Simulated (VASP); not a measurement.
A run of VASP 6.6.1 is set up as follows.

Contents of INCAR:

```
PREC = Accurate
ENCUT = 600
EDIFF = 1E-6
ISMEAR = -1
SIGMA = 0.1
LREAL = F
LASPH = T
NELM = 60
ALGO = Normal
ISIF = 3
LWAVE = F
LCHARG = F
GGA = CA
IBRION = 2
NSW = 80
EDIFFG = -0.01
```

The input KPOINTS:

```
regular mesh
0
Gamma
  14 14 14
```

The input POSCAR:

```
Os
1.0
    0.0000000000      1.9125401025      1.9125401025
    1.9125401025      0.0000000000      1.9125401025
    1.9125401025      1.9125401025      0.0000000000
Os
1
Direct
    0.0000000000      0.0000000000      0.0000000000
```

Potentials or basis: VASP PAW LDA potentials, release 64 (Os).

Run with:

```bash
$ cat potpaw_LDA.64/Os/POTCAR > POTCAR
$ mpirun -np 1 vasp_std > vasp.out
```

(1) What does it give for the relaxed cell?

(2) What does it give for the relaxed volume?

(3) Predict the space group after relaxing (to 0.05 Å).

Results:

(1) a = 2.692 Å, b = 2.692 Å, c = 2.692 Å, α = 60.00°, β = 60.00°, γ = 60.00°.

(2) 13.80 Å³/atom.

(3) Fm-3m (No. 225).
